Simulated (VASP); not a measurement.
# LiCl (Pm) in VASP: relaxation of cell and atoms with PBE

Aim: the relaxation of cell and atoms of LiCl with PBE.

All numbers are computed with VASP 6.6.1; they aren't measurements. Logs are shortened: lines on timing, memory, paths and dates and some standing lists are left out, and cuts for length are marked.

## (1) The cell of the first run

Symmetry: Pm, No. 6, monoclinic system. Conventional cell: a = 4.055 Å, b = 5.179 Å, c = 4.217 Å, α = 90.00°, β = 107.07°, γ = 90.00°. Li (site symmetry 1) has 1 Cl at 1.65 Å within 2.2 Å. Cl (site symmetry m) has 2 Li at 1.65 Å within 2.2 Å. Cl (site symmetry m) has 6 Li at 2.69 to 3.39 Å and 2 Cl at 3.19 Å within 3.5 Å.

## (2) Relaxation of cell and atoms, PBE

File INCAR:

```
PREC = Accurate ; ENCUT = 600
EDIFF = 1E-6 ; ISMEAR = 0
SIGMA = 0.1 ; LREAL = F
LASPH = T ; NELM = 100
ALGO = Normal ; ISIF = 3
LWAVE = F ; LCHARG = F
GGA = PE ; IBRION = 2
NSW = 90 ; EDIFFG = -0.04
```

File KPOINTS:

```
Automatic mesh
0
Gamma
  4 4 4
```

File POSCAR:

```
LiCl
1.0
    4.0548648826      0.0000000000      0.0000000000
    0.0000000000      5.1791695416      0.0000000000
   -1.2377277473      0.0000000000      4.0308490649
Li Cl
2 2
Direct
    0.4167536962      0.2500000000      0.6666666667
    0.4167536962      0.7500000000      0.6666666667
    0.6696321479      0.5000000000      0.6696321479
    0.9252062866      0.0000000000      0.1181039650
```

Potentials or basis: VASP PAW PBE potentials, release 64 (Li_sv, Cl).

Started as:

```console
$ cat potpaw_PBE.64/Li_sv/POTCAR potpaw_PBE.64/Cl/POTCAR > POTCAR
$ mpirun -np 1 vasp_std > vasp.out
```

OUTCAR:

```text
PREC = Accurate
   ENCUT = 600
   EDIFF = 1E-6
   ISMEAR = 0
   LREAL = F
   LASPH = T
   NELM = 100
   ISIF = 3
   GGA = PE
   IBRION = 2
   NSW = 90
   EDIFFG = -0.04

 ion  position               nearest neighbor table
   1  0.417  0.250  0.667-   3 1.65   2 2.59   2 2.59
   2  0.417  0.750  0.667-   3 1.65   1 2.59   1 2.59
   3  0.670  0.500  0.670-   1 1.65   2 1.65
   4  0.925  0.000  0.118-

  LATTYP: Found a simple monoclinic cell.
 ALAT       =     4.0548648826
 B/A-ratio  =     1.2772730267
 C/A-ratio  =     1.0398866439
 COS(beta)  =    -0.2935369245

  Lattice vectors:

 A1 = (   4.0548648826,   0.0000000000,   0.0000000000)
 A2 = (   0.0000000000,   5.1791695416,   0.0000000000)
 A3 = (  -1.2377277473,   0.0000000000,   4.0308490649)

Analysis of symmetry for initial positions (statically):
=====================================================================
 Subroutine PRICEL returns:
 Original cell was already a primitive cell.

 Routine SETGRP: Setting up the symmetry group for a
 simple monoclinic supercell.

 Subroutine GETGRP returns: Found  2 space group operations
 (whereof  2 operations were pure point group operations)
 out of a pool of  4 trial point group operations.

The static configuration has the point symmetry C_1h.

Analysis of symmetry for dynamics (positions and initial velocities):
=====================================================================
 Subroutine PRICEL returns:
 Original cell was already a primitive cell.

 Routine SETGRP: Setting up the symmetry group for a
 simple monoclinic supercell.

 Subroutine GETGRP returns: Found  2 space group operations
 (whereof  2 operations were pure point group operations)
 out of a pool of  4 trial point group operations.

The dynamic configuration has the point symmetry C_1h.

 Subroutine INISYM returns: Found  2 space group operations
 (whereof  2 operations are pure point group operations),
 and found     1 'primitive' translations

----------------------------------------------------------------------------------------

                                     Primitive cell

  volume of cell :      84.6512

  direct lattice vectors                    reciprocal lattice vectors
     4.054864883  0.000000000  0.000000000     0.246617342  0.000000000  0.075727253
     0.000000000  5.179169542  0.000000000     0.000000000  0.193081148  0.000000000
    -1.237727747  0.000000000  4.030849065     0.000000000  0.000000000  0.248086689

  length of vectors
     4.054864883  5.179169542  4.216599834     0.257982035  0.193081148  0.248086689

  position of ions in fractional coordinates (direct lattice)
     0.416753696  0.250000000  0.666666667
     0.416753696  0.750000000  0.666666667
     0.669632148  0.500000000  0.669632148
     0.925206287  0.000000000  0.118103965

  ion indices of the primitive-cell ions
   primitive index   ion index
                 1           1
                 2           2
                 3           3
                 4           4

----------------------------------------------------------------------------------------

 KPOINTS: Automatic mesh

Automatic generation of k-mesh.
 Grid dimensions read from file:
 generate k-points for:    4    4    4

 Generating k-lattice:

  Cartesian coordinates                     Fractional coordinates (reciprocal lattice)
     0.061654336  0.000000000  0.018931813     0.250000000  0.000000000  0.000000000
     0.000000000  0.048270287  0.000000000     0.000000000  0.250000000  0.000000000
     0.000000000  0.000000000  0.062021672     0.000000000  0.000000000  0.250000000

  Length of vectors
     0.064495509  0.048270287  0.062021672

  Shift w.r.t. Gamma in fractional coordinates (k-lattice)
     0.000000000  0.000000000  0.000000000

 Subroutine IBZKPT returns following result:
 ===========================================

 Found     30 irreducible k-points:

 Following reciprocal coordinates:
            Coordinates               Weight
  0.000000  0.000000  0.000000      1.000000
  0.250000  0.000000  0.000000      2.000000
  0.500000  0.000000  0.000000      1.000000
  0.000000  0.250000  0.000000      2.000000
  0.250000  0.250000  0.000000      4.000000
  0.500000  0.250000  0.000000      2.000000
[... 16 lines left out ...]
  0.250000  0.000000  0.500000      2.000000
  0.500000  0.000000  0.500000      1.000000
 [... further k-points ...]
   k-points           NKPTS =     30   k-points in BZ     NKDIM =     30   number of bands    NBANDS=     14
   number of dos      NEDOS =    301   number of ions     NIONS =      4
   total plane-waves  NPLWV =  48384
   dimension x,y,z NGX =    32 NGY =   42 NGZ =   36
   dimension x,y,z NGXF=    64 NGYF=   84 NGZF=   72
   ions per type =               2   2
   NGX,Y,Z   is equivalent  to a cutoff of  13.12, 13.48, 14.19 a.u.
   NGXF,Y,Z  is equivalent  to a cutoff of  26.24, 26.96, 28.39 a.u.
 SYSTEM =  unknown system
   PREC   = accura    normal or accurate (medium, high low for compatibility)
   ISTART =      0    job   : 0-new  1-cont  2-samecut
   ICHARG =      2    charge: 1-file 2-atom 10-const
   ISPIN  =      1    spin polarized calculation?
   LNONCOLLINEAR =      F non collinear calculations
   LSORBIT =      F    spin-orbit coupling
   LASPH  =      T    aspherical Exc in radial PAW
   ENCUT  =  600.0 eV  44.10 Ry    6.64 a.u.   8.10 10.34  8.42*2*pi/ulx,y,z
   NELM   =    100;   NELMIN=  2; NELMDL= -5     # of ELM steps
   EDIFF  = 0.1E-05   stopping-criterion for ELM
   LREAL  =      F    real-space projection
   EDIFFG = -.4E-01   stopping-criterion for IOM
   NSW    =     90    number of steps for IOM
   IBRION =      2    ionic relax: 0-MD 1-quasi-New 2-CG
   NFREE  =      1    steps in history (QN), initial steepest desc. (CG)
   ISIF   =      3    stress and relaxation
   ISYM   =      2    0-nonsym 1-usesym 2-fastsym
   POTIM  = 0.5000    time-step for ionic-motion
   TEBEG  =    0.0;   TEEND  =   0.0 temperature during run
   PSTRESS=    0.0 pullay stress
   NELECT =      20.0000    total number of electrons
   NUPDOWN=      -1.0000    fix difference up-down
   EMIN   =  10.00;   EMAX   =-10.00  energy-range for DOS
   EFERMI =   0.00;   METHOD = LEGACY
   ISMEAR =     0;   SIGMA  =   0.10  broadening in eV -4-tet -1-fermi 0-gaus
   EFERMI_NEDOS =   21; number of points for ismear=-14 and -15
   IALGO  =     38    algorithm
   IMIX   =      4    mixing-type and parameters
     AMIX     =   0.40;   BMIX     =  1.00
     AMIX_MAG =   1.60;   BMIX_MAG =  1.00
  volume/ion in A,a.u.               =      21.16       142.81
  Fermi-wavevector in a.u.,A,eV,Ry     =   1.012062  1.912520 13.936034  1.024270
  Thomas-Fermi vector in A             =   2.145149
   LORBIT       =      0    0 simple, 1 ext, 2 COOP (PROOUT), +10 PAW based schemes
   GGA     = PE    functional components
   LHFCALC =     F    Hartree Fock is set to
   AEXX    =    0.0000 exact exchange contribution
   IVDW    =     0    specifies the selected vdW correction
   LEPSILON=     F    determine dielectric tensor
   LRPA    =     F    only Hartree local field effects (RPA)
 conjugate gradient relaxation of ions
 non-spin polarized calculation
 Gauss-broadening in eV      SIGMA  =   0.10
  energy-cutoff  :      600.00
  volume of cell :       84.65
 maximum number of plane-waves:      2842
   NGX = 17   NGY = 21   NGZ = 17

--------------------------------------- Ionic step        1  -------------------------------------------

 number of electron      20.0000000 magnetization

 Free energy of the ion-electron system (eV)
  ---------------------------------------------------
  ext. energy  EPLUGINS =         0.00000000
  ---------------------------------------------------
  free energy    TOTEN  =        -9.89470230 eV

  energy without entropy =       -9.89470230  energy(sigma->0) =       -9.89470230

------------------------ aborting loop because EDIFF is reached ----------------------------------------

  FORCE on cell =-STRESS in cart. coord.  units (eV):
  Direction    XX          YY          ZZ          XY          YZ          ZX
  --------------------------------------------------------------------------------------
  -------------------------------------------------------------------------------------
  Total        7.9207909     21.2408752     -1.9288341      0.0000000      0.0000000     -1.1074744
  in kB      149.9153420    402.0221100    -36.5066847      0.0000000      0.0000000    -20.9609627
  external PRESSURE =     171.8102557 kB  Pullay stress =       0.0000000 kB
[... 95 lines left out ...]
  FREE ENERGIE OF THE ION-ELECTRON SYSTEM (eV)
  ---------------------------------------------------
  free  energy   TOTEN  =       -13.2621134112 eV

  energy  without entropy=      -13.2621134112  energy(sigma->0) =      -13.26211341

 E-fermi :  -0.2064     XC(G=0):  -7.5067

 val. band max:       -0.7468637611   @ k =   0.0000   0.0000   0.0000
 cond. band min:       3.7474275673   @ k =   0.0000   0.0000   0.0000
 fundamental gap:      4.4942913284
 Fermi energy:        -0.2063576054

 k-point     1 :       0.0000    0.0000    0.0000
  band No.  band energies     occupation
      1     -45.1373      2.00000
      2     -45.1295      2.00000
      3     -14.1772      2.00000
      4     -13.3957      2.00000
      5      -3.1894      2.00000
      6      -2.3723      2.00000
      7      -1.3902      2.00000
      8      -1.3418      2.00000
      9      -1.0648      2.00000
     10      -0.7469      2.00000
     11       3.7474      0.00000
     12       5.3723      0.00000
     13       8.5161      0.00000
     14       8.9711      0.00000
[... 377 lines left out ...]
      1     -45.1366      2.00000
      2     -45.1290      2.00000
      3     -13.9141      2.00000
      4     -13.1891      2.00000
      5      -3.1105      2.00000
      6      -2.7861      2.00000
      7      -2.4912      2.00000
      8      -2.4628      2.00000
      9      -1.6177      2.00000
     10      -1.1973      2.00000
     11       5.0302      0.00000
     12       6.1826      0.00000
     13       6.4561      0.00000
     14       8.0169      0.00000

 [... further k-points ...]

 E-fermi :   1.1094     XC(G=0):  -8.7260

 val. band max:        0.6659354919   @ k =   0.0000   0.0000   0.0000
 cond. band min:       6.9178731476   @ k =   0.0000   0.0000   0.0000
 fundamental gap:      6.2519376557
 Fermi energy:         1.1093753737

 k-point     1 :       0.0000    0.0000    0.0000
  band No.  band energies     occupation
      1     -42.9701      2.00000
      2     -42.9623      2.00000
      3     -12.8352      2.00000
      4     -12.2951      2.00000
      5      -2.2577      2.00000
      6       0.3365      2.00000
      7       0.4067      2.00000
      8       0.4676      2.00000
      9       0.6252      2.00000
     10       0.6659      2.00000
     11       6.9179      0.00000
     12       7.3507      0.00000
     13      10.7375      0.00000
     14      11.0627      0.00000
[... 377 lines left out ...]
      1     -42.9678      2.00000
      2     -42.9605      2.00000
      3     -12.2576      2.00000
      4     -11.9722      2.00000
      5      -2.0934      2.00000
      6      -1.8292      2.00000
      7      -1.2750      2.00000
      8      -0.4984      2.00000
      9      -0.0699      2.00000
     10       0.3061      2.00000
     11       7.6742      0.00000
     12       8.7778      0.00000
     13       9.3850      0.00000
     14      10.0770      0.00000

 [... further k-points ...]

[... ionic steps 4 to 41 ...]

--------------------------------------- Ionic step       42  -------------------------------------------

 number of electron      19.9999989 magnetization

------------------------ aborting loop because EDIFF is reached ----------------------------------------
[... 71 lines left out ...]
--------------------------------------- Ionic step       44  -------------------------------------------

 number of electron      19.9999981 magnetization

 Free energy of the ion-electron system (eV)
  ---------------------------------------------------
  ext. energy  EPLUGINS =         0.00000000
  ---------------------------------------------------
  free energy    TOTEN  =       -14.70550086 eV

  energy without entropy =      -14.70550086  energy(sigma->0) =      -14.70550086

 E-fermi :   1.0057     XC(G=0):  -8.6770

 val. band max:        0.5444553305   @ k =   0.0000   0.0000   0.0000
 cond. band min:       6.7690283817   @ k =   0.0000   0.0000   0.0000
 fundamental gap:      6.2245730512
 Fermi energy:         1.0056917658

 k-point     1 :       0.0000    0.0000    0.0000
  band No.  band energies     occupation
      1     -43.0780      2.00000
      2     -43.0708      2.00000
      3     -12.8692      2.00000
      4     -12.3655      2.00000
      5      -2.2967      2.00000
      6       0.3171      2.00000
      7       0.3321      2.00000
      8       0.3811      2.00000
      9       0.5195      2.00000
     10       0.5445      2.00000
     11       6.7690      0.00000
     12       7.2549      0.00000
     13      10.7404      0.00000
     14      10.8708      0.00000
[... 377 lines left out ...]
      1     -43.0760      2.00000
      2     -43.0691      2.00000
      3     -12.3014      2.00000
      4     -12.0735      2.00000
      5      -2.0911      2.00000
      6      -1.9085      2.00000
      7      -1.3182      2.00000
      8      -0.5169      2.00000
      9      -0.1683      2.00000
     10       0.2452      2.00000
     11       7.6258      0.00000
     12       8.7396      0.00000
     13       9.3062      0.00000
     14      10.0520      0.00000

 [... further k-points ...]
[... 5 lines left out ...]
  --------------------------------------------------------------------------------------
  -------------------------------------------------------------------------------------
  Total       -0.0417014     -0.0320591     -0.0195211      0.0000000      0.0000000     -0.0097115
  in kB       -0.9791145     -0.7527211     -0.4583404      0.0000000      0.0000000     -0.2280178
  external PRESSURE =      -0.7300587 kB  Pullay stress =       0.0000000 kB
[... 19 lines left out ...]
  FREE ENERGIE OF THE ION-ELECTRON SYSTEM (eV)
  ---------------------------------------------------
  free  energy   TOTEN  =       -14.7055008623 eV

  energy  without entropy=      -14.7055008623  energy(sigma->0) =      -14.70550086

 reached required accuracy - stopping structural energy minimisation
```

Run time: 8.1 min. Hardware: 1 thread of Intel Xeon 6975P-C (Granite Rapids), shared host; peak memory 0.22 GiB.

What came out:

```yaml
Free_energy: -14.7055 eV
Relaxed_volume: 17.06 Å³/atom
Relaxed_cell: a = 3.608 Å, b = 6.058 Å, c = 3.599 Å, α = 90.00°, β = 119.84°, γ = 90.00°
Space_group_after_relaxing_to_0.05_Å: Ama2 (No. 40)
Energy_gained_by_relaxing: 1202.7 meV/atom
Ionic_steps: 44
Pressure_after_relaxing: -0.1 GPa
Largest_force_after_relaxing: 0.038 eV/Å
Band_gap_on_the_k_mesh: 6.22 eV, direct
```

Forces in eV/Å, atoms in the order of the input:
```
Li  -0.009 -0.003 -0.019
Li  -0.009  0.003 -0.019
Cl   0.029  0.000  0.025
Cl  -0.010  0.000  0.012
```

The path:
| step | energy change (eV) | largest force (eV/Å) | pressure (GPa) | volume (Å³) |
| --- | --- | --- | --- | --- |
| 1 | 0.0000 | 10.1886 | 17.18 | 84.65 |
| 3 | -3.3674 | 0.7168 | -2.26 | 98.98 |
| 5 | -4.2420 | 0.3834 | -1.79 | 88.21 |
| 7 | -4.3861 | 0.4966 | -0.99 | 82.87 |
| 9 | -4.4608 | 0.5205 | -0.32 | 79.51 |
| 11 | -4.6242 | 0.3136 | 0.53 | 74.70 |
| 13 | -4.6556 | 0.1380 | -0.35 | 76.37 |
| 15 | -4.6680 | 0.1366 | 0.27 | 74.93 |
| 17 | -4.6770 | 0.0993 | -0.21 | 76.03 |
| 19 | -4.6847 | 0.1222 | 0.30 | 74.27 |
| 21 | -4.6929 | 0.1099 | 0.10 | 74.21 |
| 23 | -4.7103 | 0.1207 | -0.74 | 73.91 |
| 25 | -4.7254 | 0.1598 | -0.37 | 72.02 |
| 27 | -4.7278 | 0.1686 | -0.20 | 71.45 |
| 29 | -4.7337 | 0.1806 | 0.03 | 70.65 |
| 31 | -4.7262 | 0.2558 | 0.87 | 68.55 |
| 33 | -4.7531 | 0.1846 | -0.03 | 70.13 |
| 35 | -4.7738 | 0.1616 | -0.67 | 70.70 |
| 37 | -4.7716 | 0.2771 | 1.59 | 65.37 |
| 39 | -4.7946 | 0.1469 | 0.36 | 67.61 |
| 41 | -4.8058 | 0.1046 | 0.35 | 67.45 |
| 43 | -4.8096 | 0.0427 | -0.24 | 68.63 |
| 44 | -4.8108 | 0.0380 | -0.07 | 68.24 |

Final structure:
```
Li Cl
1.0
     3.59197    0.00000   -0.34165
     0.00000    6.05767    0.00000
    -1.48755    0.00000    3.27758
Li Cl
2 2
Direct
  0.36088 0.25006 0.78454
  0.36088 0.74994 0.78454
  0.68198 0.50000 0.44101
  0.02460 0.00000 0.11099
```

Caveat: the cutoff is under 1.25 times the usual one of these potentials, so pressure, stress and relaxed cells hold a basis-set (Pulay) error; the volume moved by over 15 % at a fixed basis, so the end points are rough. A k mesh can miss the band edges.
